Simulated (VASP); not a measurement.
Runs of VASP 6.6.1 on Mo. The structure is that of space group Fd-3m (No. 227), or close to it. The cells are those of the table. This isn't the form of Mo at room conditions, which is bcc.

```csv
cell,gap on the mesh (eV),pressure (GPa)
"a = 3.809 Å, angles 60.0°, 2 atoms",none,25.1
"a = 3.295 Å, angles 60.0°, 2 atoms",none,(a)
"a = 3.082 Å, angles 60.0°, 2 atoms",none,470.9
"a = 3.484 Å, angles 60.0°, 2 atoms",none,(b)
"a = 3.953 Å, angles 60.0°, 2 atoms",none,6.6
```

Alike in all rows: task single point; level PBE; potentials or basis VASP PAW PBE potentials, release 64 (Mo_sv); no spin polarisation; k mesh 14 × 14 × 14; cutoff (eV) 520; smearing fermi-dirac 0.05 eV.

Question: Estimate the missing entries.

Answer: (a) 230.6; (b) 115.8.

Caveats: the cell stands under pressure; atoms lie so close that the PAW spheres overlap strongly, which falsifies energies and pressures (at least some runs).

A k mesh can miss the band edges, and the runs leave out spin-orbit coupling on Mo.

A gap of «none» marks levels without a gap at the run's occupations.
